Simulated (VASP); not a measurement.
# TiN (Fm-3m) in VASP: single point with PBE

Aim: the single point of TiN with PBE.

Everything below comes from runs of VASP 6.6.1. Logs are shortened: lines on timing, memory, paths and dates and some standing lists are left out, and cuts for length are marked.

## Step 1: The cell of the first run

Symmetry: Fm-3m, No. 225, cubic system. Conventional cell: a = 4.490 Å, b = 4.490 Å, c = 4.490 Å, α = 90.00°, β = 90.00°, γ = 90.00°. Within 3.0 Å of Ti (site symmetry m-3m) lie 6 N at 2.24 Å. N (site symmetry m-3m) has 6 Ti at 2.24 Å within 3.0 Å.

## Step 2: Single point, PBE, collinear spin, zero start

Input file INCAR:

```
SYSTEM = TiN
  ALGO = Normal
  EDIFF = 1E-7
  ENCUT = 520
  GGA = PE
  ISIF = 2
  ISMEAR = 0
  ISPIN = 2
  LASPH = .True.
  LCHARG = .False.
  LMAXMIX = 4
  LORBIT = 11
  LREAL = .False.
  LWAVE = .False.
  MAGMOM = 0 0 0 0
  NBANDS = 29
  NELM = 150
  PREC = Accurate
  SIGMA = 0.05
```

Input file KPOINTS:

```
k-points
0
Gamma
  7 7 7
  0 0 0
```

Input file POSCAR:

```
TiN
1.0
    0.0000000000      2.2447686400      2.2447686400
    2.2447686400      0.0000000000      2.2447686400
    4.4895372800      4.4895372800      0.0000000000
Ti N
2 2
Direct
    0.5000000000      0.5000000000      0.2500000000
    0.5000000000      0.5000000000      0.7500000000
    0.0000000000      0.0000000000      0.0000000000
    0.0000000000      0.0000000000      0.5000000000
```

Potentials or basis: VASP PAW PBE potentials, release 64 (Ti_sv, N).

On the command line:

```sh
$ cat potpaw_PBE.64/Ti_sv/POTCAR potpaw_PBE.64/N/POTCAR > POTCAR
$ mpirun -np 1 vasp_std > vasp.out
```

OUTCAR:

```text
SYSTEM = TiN
   EDIFF = 1E-7
   ENCUT = 520
   GGA = PE
   ISIF = 2
   ISMEAR = 0
   ISPIN = 2
   LASPH = .True.
   LORBIT = 11
   LREAL = .False.
   NELM = 150
   PREC = Accurate

 ion  position               nearest neighbor table
   1  0.500  0.500  0.250-   3 2.24   3 2.24   4 2.24   3 2.24   4 2.24   4 2.24
   2  0.500  0.500  0.750-   4 2.24   3 2.24   4 2.24   3 2.24   4 2.24   3 2.24
   3  0.000  0.000  0.000-   2 2.24   1 2.24   2 2.24   1 2.24   2 2.24   1 2.24
   4  0.000  0.000  0.500-   1 2.24   1 2.24   2 2.24   1 2.24   2 2.24   2 2.24

  LATTYP: Found a trigonal (rhomboedric) cell.
 ALAT       =     5.4985377586
 COS(alpha) =     0.8333333333

  Lattice vectors:

 A1 = (   4.4895372800,   2.2447686400,  -2.2447686400)
 A2 = (   2.2447686400,   2.2447686400,  -4.4895372800)
 A3 = (   2.2447686400,   4.4895372800,  -2.2447686400)

Analysis of symmetry for initial positions (statically):
=====================================================================
 Subroutine PRICEL returns following result:

  LATTYP: Found a face centered cubic cell.
 ALAT       =     4.4895372800
[... 12 lines left out ...]
 Subroutine GETGRP returns: Found 12 space group operations
 (whereof 12 operations were pure point group operations)
 out of a pool of 12 trial point group operations.

The static configuration has the point symmetry D_3d.

Analysis of symmetry for dynamics (positions and initial velocities):
=====================================================================
 Subroutine PRICEL returns following result:

  LATTYP: Found a face centered cubic cell.
 ALAT       =     4.4895372800
[... 12 lines left out ...]
 Subroutine GETGRP returns: Found 12 space group operations
 (whereof 12 operations were pure point group operations)
 out of a pool of 12 trial point group operations.

The dynamic configuration has the point symmetry D_3d.

Analysis of structural, dynamic, and magnetic symmetry:
=====================================================================
 Subroutine PRICEL returns following result:

  LATTYP: Found a face centered cubic cell.
 ALAT       =     4.4895372800
[... 12 lines left out ...]
 Subroutine GETGRP returns: Found 12 space group operations
 (whereof 12 operations were pure point group operations)
 out of a pool of 12 trial point group operations.

The overall configuration has the point symmetry D_3d.
[... 122 lines left out ...]
  Thomas-Fermi vector in A             =   2.601409
   LORBIT       =     11    0 simple, 1 ext, 2 COOP (PROOUT), +10 PAW based schemes
   GGA     = PE    functional components
   LHFCALC =     F    Hartree Fock is set to
   AEXX    =    0.0000 exact exchange contribution
   IVDW    =     0    specifies the selected vdW correction
   LEPSILON=     F    determine dielectric tensor
   LRPA    =     F    only Hartree local field effects (RPA)
 spin polarized calculation
 Gauss-broadening in eV      SIGMA  =   0.05
  energy-cutoff  :      520.00
  volume of cell :       45.25
 maximum number of plane-waves:      1231
   NGX = 11   NGY = 11   NGZ = 23

 number of electron      34.0000016 magnetization       0.0000313

 number of electron      34.0000016 magnetization      -0.0000032

 Free energy of the ion-electron system (eV)
  ---------------------------------------------------
  ext. energy  EPLUGINS =         0.00000000
  ---------------------------------------------------
  free energy    TOTEN  =       -38.47487235 eV

  energy without entropy =      -38.47110101  energy(sigma->0) =      -38.47298668

 E-fermi :   9.2598     XC(G=0): -12.1035

 val. band max:        9.2436242582   @ k =   0.2857   0.0000   0.1429
 cond. band min:       9.2747340700   @ k =   0.2857   0.1429   0.0000
 fundamental gap:      0.0311098118
 Fermi energy:         9.2597666233

 spin component 1

 k-point     1 :       0.0000    0.0000    0.0000
  band No.  band energies     occupation
      1     -48.8612      1.00000
      2     -48.8171      1.00000
      3     -25.2576      1.00000
      4     -24.9638      1.00000
      5     -24.9638      1.00000
      6     -24.9310      1.00000
[... 757 lines left out ...]
     28      18.5387      0.00000
     29      19.8208      0.00000

 [... further k-points ...]

 spin component 2

 k-point     1 :       0.0000    0.0000    0.0000
  band No.  band energies     occupation
      1     -48.8612      1.00000
      2     -48.8171      1.00000
      3     -25.2576      1.00000
      4     -24.9638      1.00000
      5     -24.9638      1.00000
      6     -24.9310      1.00000
[... 757 lines left out ...]
     28      18.5387      0.00000
     29      19.8208      0.00000

 [... further k-points ...]

------------------------ aborting loop because EDIFF is reached ----------------------------------------

  FORCE on cell =-STRESS in cart. coord.  units (eV):
  Direction    XX          YY          ZZ          XY          YZ          ZX
  --------------------------------------------------------------------------------------
  -------------------------------------------------------------------------------------
  Total       -9.0222419     -9.0222419     -9.0222419      0.0883359     -0.0883359     -0.0883359
  in kB     -319.4848722   -319.4848722   -319.4848722      3.1280443     -3.1280443     -3.1280443
  external PRESSURE =    -319.4848722 kB  Pullay stress =       0.0000000 kB

 VOLUME and BASIS-vectors are now :
 -----------------------------------------------------------------------------
  energy-cutoff  :      520.00
  volume of cell :       45.25
      direct lattice vectors                 reciprocal lattice vectors
     0.000000000  2.244768640  2.244768640    -0.222740104  0.222740104  0.222740104
     2.244768640  0.000000000  2.244768640     0.222740104 -0.222740104  0.222740104
     4.489537280  4.489537280  0.000000000     0.111370052  0.111370052 -0.111370052

 POSITION                                       TOTAL-FORCE (eV/Angst)
 -----------------------------------------------------------------------------------
      2.24477      2.24477      2.24477         0.000000      0.000000      0.000000
      4.48954      4.48954      2.24477        -0.000000     -0.000000     -0.000000
      0.00000      0.00000      0.00000         0.000000      0.000000     -0.000000
      2.24477      2.24477      0.00000         0.000000      0.000000     -0.000000
 -----------------------------------------------------------------------------------
    total drift:                               -0.000000     -0.000000     -0.000000

  FREE ENERGIE OF THE ION-ELECTRON SYSTEM (eV)
  ---------------------------------------------------
  free  energy   TOTEN  =       -38.4748723524 eV

  energy  without entropy=      -38.4711010064  energy(sigma->0) =      -38.47298668

 total charge

# of ion       s       p       d       tot
------------------------------------------
    1        2.151   6.148   1.813  10.112
    2        2.151   6.148   1.813  10.112
    3        1.238   2.403   0.000   3.641
    4        1.238   2.403   0.000   3.641
--------------------------------------------------
tot          6.779  17.102   3.626  27.506

 magnetization (x)

# of ion       s       p       d       tot
------------------------------------------
    1        0.000   0.000   0.000   0.000
    2        0.000   0.000   0.000   0.000
    3       -0.000  -0.000   0.000  -0.000
    4       -0.000  -0.000   0.000  -0.000
--------------------------------------------------
tot          0.000  -0.000   0.000  -0.000
```

stdout:

```text
POSCAR found type information on POSCAR TiN
 POSCAR found :  2 types and       4 ions
 scaLAPACK will be used
 LDA part: xc-table for (Slater+PW92), standard interpolation
 POSCAR, INCAR and KPOINTS ok, starting setup
 FFT: planning ... GRIDC
 FFT: planning ... GRID_SOFT
 FFT: planning ... GRID
 WAVECAR not read
 entering main loop
```

It took 2.6 min on 1 thread of Intel Xeon Platinum 8259CL at 2.50GHz (Skylake/Cascade Lake), shared host; peak memory 0.23 GiB.

What came out:

| Property | Result |
| --- | --- |
| Free energy | -38.4749 eV |
| Pressure | -31.9 GPa |
| Band gap on the k mesh | zero (filled and empty bands overlap) |
| Net moment | 0.00 μB per cell |
| Valence electrons inside the program's atomic spheres | Ti 10.11; N 3.64 |

Stress tensor (GPa, compression positive):
```
-31.95   0.31  -0.31
  0.31 -31.95  -0.31
 -0.31  -0.31 -31.95
```

Levels at points of the mesh, in eV from the Fermi level:
Spin up:
| k point | band 15 | band 16 | band 17 | band 18 | band 19 | band 20 |
| --- | --- | --- | --- | --- | --- | --- |
| (0.00, 0.00, 0.00) | -1.80 | -1.80 | -0.49 | -0.49 | -0.49 | 0.43 |
Spin down:
| k point | band 14 | band 15 | band 16 | band 17 | band 18 | band 19 | band 20 | band 21 |
| --- | --- | --- | --- | --- | --- | --- | --- | --- |
| (0.00, 0.00, 0.00) | -1.80 | -1.80 | -1.80 | -0.49 | -0.49 | -0.49 | 0.43 | 0.43 |
